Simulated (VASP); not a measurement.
# W (P6/mmm) in VASP: a series of runs

Runs on W. Level: PBE. Tasks: single point.

Everything below comes from runs of VASP 6.6.1. Logs are shortened: lines on timing, memory, paths and dates and some standing lists are left out, and cuts for length are marked.

## 1. The cell of the first run

The structure is hexagonal, space group P6/mmm (No. 191). Conventional cell: a = 4.687 Å, b = 4.687 Å, c = 2.610 Å, α = 90.00°, β = 90.00°, γ = 120.00°. Within 3.4 Å of W (site symmetry 6/mmm) lie 14 W at 2.61 to 3.00 Å. Within 3.4 Å of W (site symmetry -6m2) lie 11 W at 2.61 to 3.00 Å.

This isn't the form of W at room conditions, which is bcc.

## 2. Single point, PBE

File INCAR:

```
ALGO = Normal ; EDIFF = 1E-7
ENCUT = 520 ; GGA = PE
ISIF = 2 ; ISMEAR = -1
LASPH = True ; LCHARG = False
LREAL = False ; LWAVE = False
NBANDS = 28 ; NELM = 80
PREC = Accurate ; SIGMA = 0.1
```

File KPOINTS:

```
k-points
0
Gamma
  8 8 11
```

File POSCAR:

```
W
1.0
    4.6869182364      0.0000000000      0.0000000000
   -2.3434591182      4.0589902582      0.0000000000
    0.0000000000      0.0000000000      2.6096657432
W
3
Direct
    0.0000000000      1.0000000000      0.0000000000
    0.3333333333      0.6666666667      0.5000000000
    0.6666666667      0.3333333333      0.5000000000
```

Potentials or basis: VASP PAW PBE potentials, release 64 (W_sv).

Run with:

```
> cat potpaw_PBE.64/W_sv/POTCAR > POTCAR
> mpirun -np 1 vasp_std > vasp.out
```

OUTCAR:

```text
EDIFF = 1E-7
   ENCUT = 520
   GGA = PE
   ISIF = 2
   ISMEAR = -1
   LASPH = True
   LREAL = False
   NELM = 80
   PREC = Accurate

 ion  position               nearest neighbor table
   1  0.000  0.000  0.000-   2 3.00   3 3.00   2 3.00   3 3.00   3 3.00   3 3.00   2 3.00   2 3.00
                             3 3.00   3 3.00   2 3.00   2 3.00
   2  0.333  0.667  0.500-   3 2.71   3 2.71   3 2.71   1 3.00   1 3.00   1 3.00   1 3.00   1 3.00
                             1 3.00
   3  0.667  0.333  0.500-   2 2.71   2 2.71   2 2.71   1 3.00   1 3.00   1 3.00   1 3.00   1 3.00
                             1 3.00

  LATTYP: Found a hexagonal cell.
 ALAT       =     4.6869182364
 C/A-ratio  =     0.5567977958

  Lattice vectors:

 A1 = (   4.6869182364,   0.0000000000,   0.0000000000)
 A2 = (  -2.3434591182,   4.0589902582,   0.0000000000)
 A3 = (   0.0000000000,   0.0000000000,   2.6096657432)

Analysis of symmetry for initial positions (statically):
=====================================================================
 Subroutine PRICEL returns:
 Original cell was already a primitive cell.

 Routine SETGRP: Setting up the symmetry group for a
 hexagonal supercell.

 Subroutine GETGRP returns: Found 24 space group operations
 (whereof 24 operations were pure point group operations)
 out of a pool of 24 trial point group operations.

The static configuration has the point symmetry D_6h.

Analysis of symmetry for dynamics (positions and initial velocities):
=====================================================================
 Subroutine PRICEL returns:
 Original cell was already a primitive cell.

 Routine SETGRP: Setting up the symmetry group for a
 hexagonal supercell.

 Subroutine GETGRP returns: Found 24 space group operations
 (whereof 24 operations were pure point group operations)
 out of a pool of 24 trial point group operations.

The dynamic configuration has the point symmetry D_6h.

 Subroutine INISYM returns: Found 24 space group operations
 (whereof 24 operations are pure point group operations),
 and found     1 'primitive' translations

----------------------------------------------------------------------------------------

                                     Primitive cell

  volume of cell :      49.6467

  direct lattice vectors                    reciprocal lattice vectors
     4.686918236  0.000000000  0.000000000     0.213359813  0.123183346  0.000000000
    -2.343459118  4.058990258  0.000000000     0.000000000  0.246366691  0.000000000
     0.000000000  0.000000000  2.609665743     0.000000000  0.000000000  0.383190837

  length of vectors
     4.686918236  4.686918236  2.609665743     0.246366691  0.246366691  0.383190837

  position of ions in fractional coordinates (direct lattice)
     0.000000000  0.000000000  0.000000000
     0.333333333  0.666666667  0.500000000
     0.666666667  0.333333333  0.500000000

  ion indices of the primitive-cell ions
   primitive index   ion index
                 1           1
                 2           2
                 3           3

----------------------------------------------------------------------------------------

 KPOINTS: k-points

Automatic generation of k-mesh.
 Grid dimensions read from file:
 generate k-points for:    8    8   11

 Generating k-lattice:

  Cartesian coordinates                     Fractional coordinates (reciprocal lattice)
     0.026669977  0.015397918  0.000000000     0.125000000  0.000000000  0.000000000
     0.000000000  0.030795836  0.000000000     0.000000000  0.125000000  0.000000000
     0.000000000  0.000000000  0.034835531     0.000000000  0.000000000  0.090909091

  Length of vectors
     0.030795836  0.030795836  0.034835531

  Shift w.r.t. Gamma in fractional coordinates (k-lattice)
     0.000000000  0.000000000  0.000000000

 Subroutine IBZKPT returns following result:
 ===========================================

 Found     60 irreducible k-points:

 Following reciprocal coordinates:
            Coordinates               Weight
  0.000000  0.000000  0.000000      1.000000
  0.125000 -0.000000  0.000000      6.000000
  0.250000 -0.000000  0.000000      6.000000
  0.375000 -0.000000  0.000000      6.000000
  0.500000 -0.000000  0.000000      3.000000
  0.125000  0.125000  0.000000      6.000000
[... 16 lines left out ...]
  0.250000 -0.000000  0.181818     12.000000
  0.375000 -0.000000  0.181818     12.000000
 [... further k-points ...]
   k-points           NKPTS =     60   k-points in BZ     NKDIM =     60   number of bands    NBANDS=     28
   number of dos      NEDOS =    301   number of ions     NIONS =      3
   total plane-waves  NPLWV =  25920
   dimension x,y,z NGX =    36 NGY =   36 NGZ =   20
   dimension x,y,z NGXF=    72 NGYF=   72 NGZF=   40
   ions per type =               3
   NGX,Y,Z   is equivalent  to a cutoff of  12.77, 12.77, 12.74 a.u.
   NGXF,Y,Z  is equivalent  to a cutoff of  25.54, 25.54, 25.48 a.u.
 SYSTEM =  unknown system
   PREC   = accura    normal or accurate (medium, high low for compatibility)
   ISTART =      0    job   : 0-new  1-cont  2-samecut
   ICHARG =      2    charge: 1-file 2-atom 10-const
   ISPIN  =      1    spin polarized calculation?
   LNONCOLLINEAR =      F non collinear calculations
   LSORBIT =      F    spin-orbit coupling
   LASPH  =      T    aspherical Exc in radial PAW
   ENCUT  =  520.0 eV  38.22 Ry    6.18 a.u.   8.71  8.71  4.85*2*pi/ulx,y,z
   NELM   =     80;   NELMIN=  2; NELMDL= -5     # of ELM steps
   EDIFF  = 0.1E-06   stopping-criterion for ELM
   LREAL  =      F    real-space projection
   EDIFFG = 0.1E-05   stopping-criterion for IOM
   NSW    =      0    number of steps for IOM
   IBRION =     -1    ionic relax: 0-MD 1-quasi-New 2-CG
   NFREE  =      0    steps in history (QN), initial steepest desc. (CG)
   ISIF   =      2    stress and relaxation
   ISYM   =      2    0-nonsym 1-usesym 2-fastsym
   POTIM  = 0.5000    time-step for ionic-motion
   TEBEG  =    0.0;   TEEND  =   0.0 temperature during run
   PSTRESS=    0.0 pullay stress
   NELECT =      42.0000    total number of electrons
   NUPDOWN=      -1.0000    fix difference up-down
   EMIN   =  10.00;   EMAX   =-10.00  energy-range for DOS
   EFERMI =   0.00;   METHOD = LEGACY
   ISMEAR =    -1;   SIGMA  =   0.10  broadening in eV -4-tet -1-fermi 0-gaus
   EFERMI_NEDOS =   21; number of points for ismear=-14 and -15
   IALGO  =     38    algorithm
   IMIX   =      4    mixing-type and parameters
     AMIX     =   0.40;   BMIX     =  1.00
     AMIX_MAG =   1.60;   BMIX_MAG =  1.00
  volume/ion in A,a.u.               =      16.55       111.68
  Fermi-wavevector in a.u.,A,eV,Ry     =   1.548322  2.925904 32.617243  2.397300
  Thomas-Fermi vector in A             =   2.653289
   LORBIT       =      0    0 simple, 1 ext, 2 COOP (PROOUT), +10 PAW based schemes
   GGA     = PE    functional components
   LHFCALC =     F    Hartree Fock is set to
   AEXX    =    0.0000 exact exchange contribution
   IVDW    =     0    specifies the selected vdW correction
   LEPSILON=     F    determine dielectric tensor
   LRPA    =     F    only Hartree local field effects (RPA)
 non-spin polarized calculation
  energy-cutoff  :      520.00
  volume of cell :       49.65
 maximum number of plane-waves:      1352
 NGX is ok and might be reduce to    36
   NGX = 17   NGY = 17   NGZ =  9

 number of electron      42.0000000 magnetization

 Free energy of the ion-electron system (eV)
  ---------------------------------------------------
  ext. energy  EPLUGINS =         0.00000000
  ---------------------------------------------------
  free energy    TOTEN  =       -37.28160657 eV

  energy without entropy =      -37.15085268  energy(sigma->0) =      -37.21622962

 E-fermi :  10.6104     XC(G=0): -13.3718

 val. band max:       10.6049148360   @ k =   0.2500  -0.0000   0.4545
 cond. band min:      10.6186661331   @ k =   0.2500   0.2500   0.2727
 fundamental gap:      0.0137512971
 Fermi energy:        10.6104155685

 k-point     1 :       0.0000    0.0000    0.0000
  band No.  band energies     occupation
      1     -63.3936      2.00000
      2     -63.2350      2.00000
      3     -63.1404      2.00000
      4     -27.7727      2.00000
      5     -27.7727      2.00000
      6     -27.7134      2.00000
[... 20 lines left out ...]
     27      15.9189      0.00000
     28      15.9189      0.00000

 k-point     2 :       0.1250   -0.0000    0.0000
  band No.  band energies     occupation
      1     -63.3923      2.00000
      2     -63.2329      2.00000
      3     -63.1440      2.00000
      4     -27.8643      2.00000
      5     -27.8388      2.00000
      6     -27.6134      2.00000
[... 20 lines left out ...]
     27      15.5656      0.00000
     28      15.8658      0.00000

 k-point     3 :       0.2500   -0.0000    0.0000
  band No.  band energies     occupation
      1     -63.3892      2.00000
      2     -63.2265      2.00000
      3     -63.1538      2.00000
      4     -27.9580      2.00000
      5     -27.8512      2.00000
      6     -27.4967      2.00000
[... 20 lines left out ...]
     27      14.7408      0.00000
     28      15.7027      0.00000

 k-point     4 :       0.3750   -0.0000    0.0000
  band No.  band energies     occupation
      1     -63.3862      2.00000
      2     -63.2166      2.00000
      3     -63.1668      2.00000
      4     -28.0195      2.00000
      5     -27.7781      2.00000
      6     -27.4731      2.00000
[... 20 lines left out ...]
     27      14.7408      0.00000
     28      14.9767      0.00000

 k-point     5 :       0.5000   -0.0000    0.0000
  band No.  band energies     occupation
      1     -63.3850      2.00000
      2     -63.2101      2.00000
      3     -63.1746      2.00000
      4     -28.0409      2.00000
      5     -27.6517      2.00000
      6     -27.6134      2.00000
[... 20 lines left out ...]
     27      14.9701      0.00000
     28      14.9823      0.00000

 k-point     6 :       0.1250    0.1250    0.0000
  band No.  band energies     occupation
      1     -63.3901      2.00000
      2     -63.2286      2.00000
      3     -63.1507      2.00000
      4     -27.9105      2.00000
      5     -27.8851      2.00000
      6     -27.5218      2.00000
[... 463 lines left out ...]
      5     -27.7220      2.00000
      6     -27.6390      2.00000
[... 20 lines left out ...]
     27      14.8806      0.00000
     28      14.8806      0.00000

 k-point    22 :       0.1250   -0.0000    0.1818
  band No.  band energies     occupation
      1     -63.3594      2.00000
      2     -63.2039      2.00000
      3     -63.1134      2.00000
      4     -27.7924      2.00000
      5     -27.7698      2.00000
      6     -27.5634      2.00000
[... 20 lines left out ...]
     27      14.4937      0.00000
     28      14.8546      0.00000

 k-point    23 :       0.2500   -0.0000    0.1818
  band No.  band energies     occupation
      1     -63.3571      2.00000
      2     -63.1966      2.00000
      3     -63.1231      2.00000
      4     -27.8742      2.00000
      5     -27.7843      2.00000
      6     -27.4675      2.00000
[... 20 lines left out ...]
     27      13.7004      0.00000
     28      14.8663      0.00000

 k-point    24 :       0.3750   -0.0000    0.1818
  band No.  band energies     occupation
      1     -63.3549      2.00000
      2     -63.1859      2.00000
      3     -63.1361      2.00000
      4     -27.9290      2.00000
      5     -27.7302      2.00000
      6     -27.4963      2.00000
[... 20 lines left out ...]
     27      13.7830      0.00000
     28      15.1959      0.00000

 [... further k-points ...]

------------------------ aborting loop because EDIFF is reached ----------------------------------------

  FORCE on cell =-STRESS in cart. coord.  units (eV):
  Direction    XX          YY          ZZ          XY          YZ          ZX
  --------------------------------------------------------------------------------------
  -------------------------------------------------------------------------------------
  Total        0.1221455      0.1221455      0.2665396      0.0000000      0.0000000      0.0000000
  in kB        3.9418294      3.9418294      8.6016548      0.0000000      0.0000000      0.0000000
  external PRESSURE =       5.4951046 kB  Pullay stress =       0.0000000 kB

 VOLUME and BASIS-vectors are now :
 -----------------------------------------------------------------------------
  energy-cutoff  :      520.00
  volume of cell :       49.65
      direct lattice vectors                 reciprocal lattice vectors
     4.686918236  0.000000000  0.000000000     0.213359813  0.123183346  0.000000000
    -2.343459118  4.058990258  0.000000000     0.000000000  0.246366691  0.000000000
     0.000000000  0.000000000  2.609665743     0.000000000  0.000000000  0.383190837

 POSITION                                       TOTAL-FORCE (eV/Angst)
 -----------------------------------------------------------------------------------
      0.00000      0.00000      0.00000        -0.000000      0.000000      0.000000
     -0.00000      2.70599      1.30483         0.000000     -0.000000     -0.000000
      2.34346      1.35300      1.30483        -0.000000     -0.000000      0.000000
 -----------------------------------------------------------------------------------
    total drift:                                0.000000      0.000000     -0.000000

  FREE ENERGIE OF THE ION-ELECTRON SYSTEM (eV)
  ---------------------------------------------------
  free  energy   TOTEN  =       -37.2816065692 eV

  energy  without entropy=      -37.1508526801  energy(sigma->0) =      -37.21622962
```

Wall time 2.2 min (1 thread of Intel Xeon 8259CL, shared host); peak memory 0.2 GiB.

What came out:

| Property | Result |
| --- | --- |
| Free energy | -37.2816 eV |
| Pressure | 0.5 GPa |
| Band gap on the k mesh | zero (bands 21 and 22 overlap by 0.67 eV) |

Stress tensor (GPa, compression positive):
```
0.39 0.00 0.00
0.00 0.39 0.00
0.00 0.00 0.86
```

Caveat: spin-orbit coupling is left out, which moves the levels of the heavy elements.

## 3. Single point, PBE (14.56 Å³/atom)

This run uses another cell than the first one, of 14.56 Å³/atom.

File INCAR:

```
SYSTEM = W
PREC     = Accurate       ! precision mode
ENCUT    = 520            ! plane-wave cutoff, eV
EDIFF    = 1E-6           ! SCF threshold, eV
ISMEAR   = -1             ! smearing method
SIGMA    = 0.1            ! smearing width, eV
LREAL    = .False.        ! projectors in reciprocal space
LASPH    = .True.         ! aspherical terms in the spheres
NELM     = 80             ! most SCF steps
ALGO     = Normal         ! electronic algorithm
ISIF     = 2              ! what is computed and relaxed
LWAVE    = .False.        ! write WAVECAR
LCHARG   = .False.        ! write CHGCAR
GGA      = PE             ! functional
NBANDS   = 28             ! bands
```

File KPOINTS:

```
Automatic mesh
0
Gamma
  9 9 14
  0 0 0
```

File POSCAR:

```
W
1.0
    4.4913986213      0.0000000000      0.0000000000
   -2.2456993106      3.8896653046      0.0000000000
    0.0000000000      0.0000000000      2.5008008525
W
3
Direct
    0.0000000000      1.0000000000      0.0000000000
    0.3333333333      0.6666666667      0.5000000000
    0.6666666667      0.3333333333      0.5000000000
```

Potentials or basis: VASP PAW PBE potentials, release 64 (W_sv).

Run with:

```
> cat potpaw_PBE.64/W_sv/POTCAR > POTCAR
> mpirun -np 1 vasp_std > vasp.out
```

Run time: 3 min. Hardware: 1 thread of Intel Xeon 8259CL, shared host; peak memory 0.23 GiB.

It converged, with:

- Free energy: -36.4846 eV
- Pressure: 47.3 GPa
- Band gap on the k mesh: zero (bands 21 and 22 overlap by 1.13 eV)

Stress tensor (GPa, compression positive):
```
45.96  0.00  0.00
 0.00 45.96  0.00
 0.00  0.00 49.99
```

Levels at points of the mesh, in eV from the Fermi level:
```tsv
k point	band 18	band 19	band 20	band 21	band 22	band 23	band 24	band 25
(0.00, 0.00, 0.00)	-2.74	-2.74	-2.66	-0.47	-0.47	2.38	2.38	2.44
(0.00, 0.00, 0.50)	-2.73	-1.37	-1.37	0.28	0.28	3.67	3.67	4.65
```

Caveat: the cell stands under pressure; spin-orbit coupling is left out, which moves the levels of the heavy elements.

## 4. Single point, PBE (15.22 Å³/atom)

This run uses another cell than the first one, of 15.22 Å³/atom.

File INCAR:

```
PREC = Accurate
ENCUT = 520
EDIFF = 1E-7
ISMEAR = -1
SIGMA = 0.1
LREAL = F
LASPH = T
NELM = 60
ALGO = Normal
ISIF = 2
LWAVE = F
LCHARG = T
GGA = PE
LELF = T
LVHAR = T
NBANDS = 28
```

File KPOINTS:

```
Automatic mesh
0
Gamma
  9 9 14
```

File POSCAR:

```
W
1.0
    4.5584443062      0.0000000000      0.0000000000
   -2.2792221531      3.9477285709      0.0000000000
    0.0000000000      0.0000000000      2.5381317420
W
3
Direct
    0.0000000000      1.0000000000      0.0000000000
    0.3333333333      0.6666666667      0.5000000000
    0.6666666667      0.3333333333      0.5000000000
```

Run with:

```
> cat potpaw_PBE.64/W_sv/POTCAR > POTCAR
> mpirun -np 1 vasp_std > vasp.out
```

Run time: 3.5 min. Hardware: 1 thread of Intel Xeon 8259CL, shared host; peak memory 0.23 GiB.

It converged, with:

```
Free energy            : -36.9516 eV
Pressure               : 28.5 GPa
Band gap on the k mesh : zero (bands 21 and 22 overlap by 1.03 eV)
```

Stress tensor (GPa, compression positive):
```
27.86  0.00  0.00
 0.00 27.86  0.00
 0.00  0.00 29.63
```

Levels at points of the mesh, in eV from the Fermi level:
```csv
k point,band 19,band 20,band 21,band 22,band 23,band 24
"(0.00, 0.00, 0.00)",-2.64,-2.51,-0.40,-0.40,2.30,2.30
"(0.00, 0.00, 0.50)",-1.26,-1.26,0.26,0.26,3.48,3.48
```

Caveat: the cell stands under pressure; spin-orbit coupling is left out, which moves the levels of the heavy elements.

## 5. The runs side by side

| cell | k mesh | gap on the mesh (eV) | pressure (GPa) |
| --- | --- | --- | --- |
| a = 4.687, b = 4.687, c = 2.610 Å, angles 90.0, 90.0, 120.0°, 3 atoms | 8 × 8 × 11 | none | 0.5 |
| a = 4.491, b = 4.491, c = 2.501 Å, angles 90.0, 90.0, 120.0°, 3 atoms | 9 × 9 × 14 | none | 47.3 |
| a = 4.558, b = 4.558, c = 2.538 Å, angles 90.0, 90.0, 120.0°, 3 atoms | 9 × 9 × 14 | none | 28.5 |

Alike in all rows: task single point; level PBE; potentials or basis VASP PAW PBE potentials, release 64 (W_sv); no spin polarisation; cutoff (eV) 520; smearing fermi-dirac 0.1 eV.

Caveats: spin-orbit coupling is left out, which moves the levels of the heavy elements; the cell stands under pressure (at least some runs).

Absolute energies hang on the potentials; compare differences alone.
